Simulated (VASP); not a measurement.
# C (P-1) in VASP: a series of runs

C is run at these levels: PBEsol; tasks: single point.

All numbers are computed with VASP 6.6.1; they aren't measurements. Logs are shortened: lines on timing, memory, paths and dates and some standing lists are left out, and cuts for length are marked.

## 1. The cell of the first run

The typed cell holds 4 atoms: a = 2.459 Å, b = 2.459 Å, c = 7.378 Å, α = 90.00°, β = 90.00°, γ = 119.99°.

## 2. Single point, PBEsol

Input file INCAR:

```
SYSTEM = C
PREC     = Accurate       ! precision mode
ENCUT    = 600            ! plane-wave cutoff, eV
EDIFF    = 1E-6           ! SCF threshold, eV
ISMEAR   = 0              ! smearing method
SIGMA    = 0.15           ! smearing width, eV
LREAL    = .FALSE.        ! projectors in reciprocal space
LASPH    = .TRUE.         ! aspherical terms in the spheres
NELM     = 120            ! most SCF steps
ALGO     = Normal         ! electronic algorithm
ISIF     = 2              ! what is computed and relaxed
LWAVE    = .FALSE.        ! write WAVECAR
LCHARG   = .FALSE.        ! write CHGCAR
GGA      = PS             ! functional
NBANDS   = 16             ! bands
GGA_COMPAT= .FALSE.
```

Input file KPOINTS:

```
regular mesh
0
G
  18 18 6
  0 0 0
```

Input file POSCAR:

```
C
1.0
    1.2294745828     -2.1290849001      0.0000000000
    1.2294745828      2.1290849001      0.0000000000
    0.0000000000      0.0000000000      7.3778161753
C
4
Direct
   -0.0699144872      0.7234250144      0.7498447626
    0.7365577932      0.6099316796      0.2501553200
    1.0699144872      0.2765749856      0.2501552374
    0.2634422068      0.3900683204      0.7498446800
```

Potentials or basis: VASP PAW PBE potentials, release 64 (C).

The run is started by

```bash
cat potpaw_PBE.64/C/POTCAR > POTCAR
mpirun -np 1 vasp_std > vasp.out
```

OUTCAR:

```text
SYSTEM = C
   PREC = Accurate
   ENCUT = 600
   EDIFF = 1E-6
   ISMEAR = 0
   LREAL = .FALSE.
   LASPH = .TRUE.
   NELM = 120
   ISIF = 2
   GGA = PS

 ion  position               nearest neighbor table
   1  0.930  0.723  0.750-   4 1.42   4 1.42   4 1.42
   2  0.737  0.610  0.250-   3 1.42   3 1.42   3 1.42
   3  0.070  0.277  0.250-   2 1.42   2 1.42   2 1.42
   4  0.263  0.390  0.750-   1 1.42   1 1.42   1 1.42

  LATTYP: Found a base centered orthorhombic cell.
 ALAT       =     2.4589491656
 B/A-ratio  =     1.7317030623
 C/A-ratio  =     3.0003939400

  Lattice vectors:

 A1 = (   1.2294745828,  -2.1290849001,   0.0000000000)
 A2 = (   1.2294745828,   2.1290849001,   0.0000000000)
 A3 = (   0.0000000000,   0.0000000000,   7.3778161753)

Analysis of symmetry for initial positions (statically):
=====================================================================
 Subroutine PRICEL returns:
 Original cell was already a primitive cell.

 Routine SETGRP: Setting up the symmetry group for a
 base centered orthorhombic supercell.

 Subroutine GETGRP returns: Found  2 space group operations
 (whereof  2 operations were pure point group operations)
 out of a pool of  8 trial point group operations.

The static configuration has the point symmetry S_2 .

Analysis of symmetry for dynamics (positions and initial velocities):
=====================================================================
 Subroutine PRICEL returns:
 Original cell was already a primitive cell.

 Routine SETGRP: Setting up the symmetry group for a
 base centered orthorhombic supercell.

 Subroutine GETGRP returns: Found  2 space group operations
 (whereof  2 operations were pure point group operations)
 out of a pool of  8 trial point group operations.

The dynamic configuration has the point symmetry S_2 .

 Subroutine INISYM returns: Found  2 space group operations
 (whereof  2 operations are pure point group operations),
 and found     1 'primitive' translations

----------------------------------------------------------------------------------------

                                     Primitive cell

  volume of cell :      38.6252

  direct lattice vectors                    reciprocal lattice vectors
     1.229474583 -2.129084900  0.000000000     0.406677785 -0.234842678  0.000000000
     1.229474583  2.129084900  0.000000000     0.406677785  0.234842678  0.000000000
     0.000000000  0.000000000  7.377816175     0.000000000  0.000000000  0.135541463

  length of vectors
     2.458578911  2.458578911  7.377816175     0.469614634  0.469614634  0.135541463

  position of ions in fractional coordinates (direct lattice)
     0.930085513  0.723425014  0.749844763
     0.736557793  0.609931680  0.250155320
     0.069914487  0.276574986  0.250155237
     0.263442207  0.390068320  0.749844680

  ion indices of the primitive-cell ions
   primitive index   ion index
                 1           1
                 2           2
                 3           3
                 4           4

----------------------------------------------------------------------------------------

 KPOINTS: regular mesh

Automatic generation of k-mesh.
 Grid dimensions read from file:
 generate k-points for:   18   18    6

 Generating k-lattice:

  Cartesian coordinates                     Fractional coordinates (reciprocal lattice)
     0.022593210 -0.013046815  0.000000000     0.055555556 -0.000000000  0.000000000
     0.022593210  0.013046815  0.000000000    -0.000000000  0.055555556  0.000000000
     0.000000000  0.000000000  0.022590244     0.000000000  0.000000000  0.166666667

  Length of vectors
     0.026089702  0.026089702  0.022590244

  Shift w.r.t. Gamma in fractional coordinates (k-lattice)
     0.000000000  0.000000000  0.000000000

 Subroutine IBZKPT returns following result:
 ===========================================

 Found    976 irreducible k-points:

 Following reciprocal coordinates:
            Coordinates               Weight
  0.000000  0.000000  0.000000      1.000000
  0.055556  0.000000  0.000000      2.000000
  0.000000  0.055556  0.000000      2.000000
  0.111111  0.000000  0.000000      2.000000
  0.000000  0.111111  0.000000      2.000000
  0.166667 -0.000000  0.000000      2.000000
[... 16 lines left out ...]
  0.166667  0.055556  0.000000      2.000000
  0.055556  0.166667  0.000000      2.000000
 [... further k-points ...]
   k-points           NKPTS =    976   k-points in BZ     NKDIM =    976   number of bands    NBANDS=     16
   number of dos      NEDOS =    301   number of ions     NIONS =      4
   total plane-waves  NPLWV =  24000
   dimension x,y,z NGX =    20 NGY =   20 NGZ =   60
   dimension x,y,z NGXF=    40 NGYF=   40 NGZF=  120
   ions per type =               4
   NGX,Y,Z   is equivalent  to a cutoff of  13.52, 13.52, 13.52 a.u.
   NGXF,Y,Z  is equivalent  to a cutoff of  27.05, 27.05, 27.04 a.u.
 SYSTEM =  C
   PREC   = accura    normal or accurate (medium, high low for compatibility)
   ISTART =      0    job   : 0-new  1-cont  2-samecut
   ICHARG =      2    charge: 1-file 2-atom 10-const
   ISPIN  =      1    spin polarized calculation?
   LNONCOLLINEAR =      F non collinear calculations
   LSORBIT =      F    spin-orbit coupling
   LASPH  =      T    aspherical Exc in radial PAW
   ENCUT  =  600.0 eV  44.10 Ry    6.64 a.u.   4.91  4.91 14.74*2*pi/ulx,y,z
   NELM   =    120;   NELMIN=  2; NELMDL= -5     # of ELM steps
   EDIFF  = 0.1E-05   stopping-criterion for ELM
   LREAL  =      F    real-space projection
   EDIFFG = 0.1E-04   stopping-criterion for IOM
   NSW    =      0    number of steps for IOM
   IBRION =     -1    ionic relax: 0-MD 1-quasi-New 2-CG
   NFREE  =      0    steps in history (QN), initial steepest desc. (CG)
   ISIF   =      2    stress and relaxation
   ISYM   =      2    0-nonsym 1-usesym 2-fastsym
   POTIM  = 0.5000    time-step for ionic-motion
   TEBEG  =    0.0;   TEEND  =   0.0 temperature during run
   PSTRESS=    0.0 pullay stress
   NELECT =      16.0000    total number of electrons
   NUPDOWN=      -1.0000    fix difference up-down
   EMIN   =  10.00;   EMAX   =-10.00  energy-range for DOS
   EFERMI =   0.00;   METHOD = LEGACY
   ISMEAR =     0;   SIGMA  =   0.15  broadening in eV -4-tet -1-fermi 0-gaus
   EFERMI_NEDOS =   21; number of points for ismear=-14 and -15
   IALGO  =     38    algorithm
   IMIX   =      4    mixing-type and parameters
     AMIX     =   0.40;   BMIX     =  1.00
     AMIX_MAG =   1.60;   BMIX_MAG =  1.00
  volume/ion in A,a.u.               =       9.66        65.16
  Fermi-wavevector in a.u.,A,eV,Ry     =   1.220370  2.306164 20.263182  1.489302
  Thomas-Fermi vector in A             =   2.355589
   LORBIT       =      0    0 simple, 1 ext, 2 COOP (PROOUT), +10 PAW based schemes
   GGA     = PS    functional components
   LHFCALC =     F    Hartree Fock is set to
   AEXX    =    0.0000 exact exchange contribution
   IVDW    =     0    specifies the selected vdW correction
   LEPSILON=     F    determine dielectric tensor
   LRPA    =     F    only Hartree local field effects (RPA)
 non-spin polarized calculation
 Gauss-broadening in eV      SIGMA  =   0.15
  energy-cutoff  :      600.00
  volume of cell :       38.63
 maximum number of plane-waves:      1326
   NGX =  9   NGY =  9   NGZ = 29

 number of electron      16.0000001 magnetization

 Free energy of the ion-electron system (eV)
  ---------------------------------------------------
  ext. energy  EPLUGINS =         0.00000000
  ---------------------------------------------------
  free energy    TOTEN  =       -38.57647367 eV

  energy without entropy =      -38.57593956  energy(sigma->0) =      -38.57620661

 E-fermi :   3.8593     XC(G=0):  -9.8814

 val. band max:        3.8588195408   @ k =   0.3333   0.3333   0.5000
 cond. band min:       3.8598615997   @ k =   0.3333   0.3333   0.5000
 fundamental gap:      0.0010420589
 Fermi energy:         3.8592507879

 k-point     1 :       0.0000    0.0000    0.0000
  band No.  band energies     occupation
      1     -15.7523      2.00000
      2     -15.6101      2.00000
      3      -4.4214      2.00000
      4      -3.2117      2.00000
      5       0.8660      2.00000
      6       0.8689      2.00000
[... 8 lines left out ...]
     15      15.3638      0.00000
     16      15.4903      0.00000

 k-point     2 :       0.0556    0.0000    0.0000
  band No.  band energies     occupation
      1     -15.6785      2.00000
      2     -15.5371      2.00000
      3      -4.3317      2.00000
      4      -3.1258      2.00000
      5       0.5668      2.00000
      6       0.5778      2.00000
[... 8 lines left out ...]
     15      15.0901      0.00000
     16      15.2474      0.00000

 k-point     3 :       0.0000    0.0556    0.0000
  band No.  band energies     occupation
      1     -15.6786      2.00000
      2     -15.5371      2.00000
      3      -4.3318      2.00000
      4      -3.1257      2.00000
      5       0.5661      2.00000
      6       0.5784      2.00000
[... 8 lines left out ...]
     15      15.0938      0.00000
     16      15.2436      0.00000

 k-point     4 :       0.1111    0.0000    0.0000
  band No.  band energies     occupation
      1     -15.4577      2.00000
      2     -15.3183      2.00000
      3      -4.0637      2.00000
      4      -2.8690      2.00000
      5      -0.2578      2.00000
      6      -0.2386      2.00000
[... 8 lines left out ...]
     15      14.3220      0.00000
     16      14.5497      0.00000
[... 324 lines left out ...]
 k-point    22 :       0.0556    0.1111    0.0000
  band No.  band energies     occupation
      1     -15.2375      2.00000
      2     -15.1002      2.00000
      3      -3.7971      2.00000
      4      -2.6138      2.00000
      5      -0.9181      2.00000
      6      -0.8935      2.00000
[... 8 lines left out ...]
     15      13.9818      0.00000
     16      14.0239      0.00000

 k-point    23 :       0.1667    0.0556    0.0000
  band No.  band energies     occupation
      1     -14.7987      2.00000
      2     -14.6654      2.00000
      3      -3.2681      2.00000
      4      -2.1603      2.00000
      5      -2.1266      2.00000
      6      -2.1093      2.00000
[... 8 lines left out ...]
     15      15.2881      0.00000
     16      15.3362      0.00000

 k-point    24 :       0.0556    0.1667    0.0000
  band No.  band energies     occupation
      1     -14.7987      2.00000
      2     -14.6655      2.00000
      3      -3.2684      2.00000
      4      -2.1603      2.00000
      5      -2.1267      2.00000
      6      -2.1090      2.00000
[... 8 lines left out ...]
     15      15.2844      0.00000
     16      15.3399      0.00000

 [... further k-points ...]
[... 5 lines left out ...]
  --------------------------------------------------------------------------------------
  -------------------------------------------------------------------------------------
  Total        0.0962131      0.1264177      0.0667371     -0.0029104     -0.0001810      0.0003932
  in kB        3.9909326      5.2438247      2.7682635     -0.1207237     -0.0075060      0.0163086
  external PRESSURE =       4.0010069 kB  Pullay stress =       0.0000000 kB

 VOLUME and BASIS-vectors are now :
 -----------------------------------------------------------------------------
  energy-cutoff  :      600.00
  volume of cell :       38.63
      direct lattice vectors                 reciprocal lattice vectors
     1.229474583 -2.129084900  0.000000000     0.406677785 -0.234842678  0.000000000
     1.229474583  2.129084900  0.000000000     0.406677785  0.234842678  0.000000000
     0.000000000  0.000000000  7.377816175     0.000000000  0.000000000  0.135541463

 POSITION                                       TOTAL-FORCE (eV/Angst)
 -----------------------------------------------------------------------------------
      2.03295     -0.44000      5.53222         0.006846     -0.005615      0.000269
      1.65547     -0.26960      1.84560        -0.008021      0.001018     -0.000273
      0.42600      0.44000      1.84560        -0.006846      0.005615     -0.000269
      0.80347      0.26960      5.53222         0.008021     -0.001018      0.000273
 -----------------------------------------------------------------------------------
    total drift:                                0.000000      0.000000     -0.000000

  FREE ENERGIE OF THE ION-ELECTRON SYSTEM (eV)
  ---------------------------------------------------
  free  energy   TOTEN  =       -38.5764736692 eV

  energy  without entropy=      -38.5759395581  energy(sigma->0) =      -38.57620661
```

Wall time 4.3 min (1 thread of Intel Xeon 6975P-C (Granite Rapids), shared host); peak memory 0.59 GiB.

What came out:

```yaml
Free_energy: -38.5765 eV
Pressure: 0.4 GPa
Largest_force: 0.009 eV/Å
Band_gap_on_the_k_mesh: zero (filled and empty bands touch)
```

Forces on the atoms (eV/Å):
```
C    0.007 -0.006  0.000
C   -0.008  0.001  0.000
C   -0.007  0.006  0.000
C    0.008 -0.001  0.000
```

Caveat: this functional lacks dispersion, which binds layers or chains, so the pressure and a relaxed spacing across them are unreliable; the PAW data sets were made with another functional, which shifts forces and pressure a little.

## 3. Single point, PBEsol

Input file INCAR:

```
SYSTEM = C
PREC = Accurate
ENCUT = 600
EDIFF = 1E-6
ISMEAR = 0
SIGMA = 0.15
LREAL = .False.
LASPH = .True.
NELM = 120
ALGO = Normal
ISIF = 2
LWAVE = .False.
LCHARG = .False.
GGA = PS
NBANDS = 16
GGA_COMPAT = .False.
```

Input file KPOINTS:

```
Automatic mesh
0
Gamma
  18 18 6
  0 0 0
```

Input file POSCAR:

```
C
1.0
    1.2294745828     -2.1290849001      0.0000000000
    1.2294745828      2.1290849001      0.0000000000
    0.0000000000      0.0000000000      7.3778161753
C
4
Direct
    0.1487156866      0.7819864188      0.7498449277
    0.5179276194      0.5513702752      0.2501554851
    0.8512843134      0.2180135812      0.2501550723
    0.4820723806      0.4486297248      0.7498445149
```

Potentials or basis: VASP PAW PBE potentials, release 64 (C).

The run is started by

```bash
cat potpaw_PBE.64/C/POTCAR > POTCAR
mpirun -np 1 vasp_std > vasp.out
```

It took 3.9 min on 1 thread of Intel Xeon 6975P-C (Granite Rapids), shared host; peak memory 0.58 GiB.

The run converged. Its results:

```yaml
Free_energy: -38.5879 eV
Pressure: 0.3 GPa
Largest_force: 0.005 eV/Å
```

Forces on the atoms (eV/Å):
```
C    0.001 -0.002  0.000
C   -0.002 -0.005  0.000
C   -0.001  0.002  0.000
C    0.002  0.005  0.000
```

Stress tensor (GPa, compression positive):
```
 0.50 -0.03  0.00
-0.03  0.69  0.00
 0.00  0.00 -0.37
```

Caveat: this functional lacks dispersion, which binds layers or chains, so the pressure and a relaxed spacing across them are unreliable; the PAW data sets were made with another functional, which shifts forces and pressure a little.

## 4. Single point, PBEsol

Input file INCAR:

```
SYSTEM = C
PREC = Accurate
ENCUT = 600
EDIFF = 1E-6
ISMEAR = 0
SIGMA = 0.15
LREAL = .FALSE.
LASPH = .TRUE.
NELM = 120
ALGO = Normal
ISIF = 2
LWAVE = .FALSE.
LCHARG = .FALSE.
GGA = PS
NBANDS = 16
GGA_COMPAT = .FALSE.
```

Input file KPOINTS:

```
regular mesh
0
G
  18 18 6
  0 0 0
```

Input file POSCAR:

```
C
1.0
    1.2294745828     -2.1290849001      0.0000000000
    1.2294745828      2.1290849001      0.0000000000
    0.0000000000      0.0000000000      7.3778161753
C
4
Direct
    0.0394005997      0.7527057166      0.7498448451
    0.6272427063      0.5806509774      0.2501554025
    0.9605994003      0.2472942834      0.2501551549
    0.3727572937      0.4193490226      0.7498445975
```

The run is started by

```bash
cat potpaw_PBE.64/C/POTCAR > POTCAR
mpirun -np 1 vasp_std > vasp.out
```

Run time: 14 min. Hardware: 1 thread of Oxide Virtual Turin-like, shared host; peak memory 0.55 GiB.

The run converged. Its results:

| Property | Result |
| --- | --- |
| Free energy | -38.5845 eV |
| Pressure | 0.3 GPa |
| Largest force | 0.009 eV/Å |
| Band gap on the k mesh | zero (filled and empty bands touch) |

Forces in eV/Å, atoms in the order of the input:
```
C    0.005 -0.007  0.000
C   -0.007  0.001  0.000
C   -0.005  0.007  0.000
C    0.007 -0.001  0.000
```

Stress tensor (GPa, compression positive):
```
 0.49 -0.04  0.00
-0.04  0.62  0.00
 0.00  0.00 -0.18
```

Levels at points of the mesh, in eV from the Fermi level:
```tsv
k point	band 6	band 7	band 8	band 9	band 10	band 11
(0.00, 0.00, 0.00)	-2.99	-2.99	-2.99	3.43	8.34	8.35
(0.50, 0.00, 0.00)	-6.40	-2.52	-2.30	1.56	1.89	7.35
(0.00, 0.50, 0.00)	-6.41	-2.73	-2.03	1.25	2.13	7.40
(0.50, 0.50, 0.00)	-6.41	-2.68	-2.09	1.32	2.08	7.41
(0.00, 0.00, 0.50)	-2.99	-2.99	-2.99	5.42	5.43	8.35
(0.50, 0.00, 0.50)	-6.41	-2.38	-2.38	1.63	1.63	7.44
(0.00, 0.50, 0.50)	-6.41	-2.38	-2.38	1.63	1.63	7.44
(0.50, 0.50, 0.50)	-6.42	-2.38	-2.38	1.63	1.63	7.43
```

Caveat: this functional lacks dispersion, which binds layers or chains, so the pressure and a relaxed spacing across them are unreliable; the PAW data sets were made with another functional, which shifts forces and pressure a little.

(Part 1 of 2 ends here.)
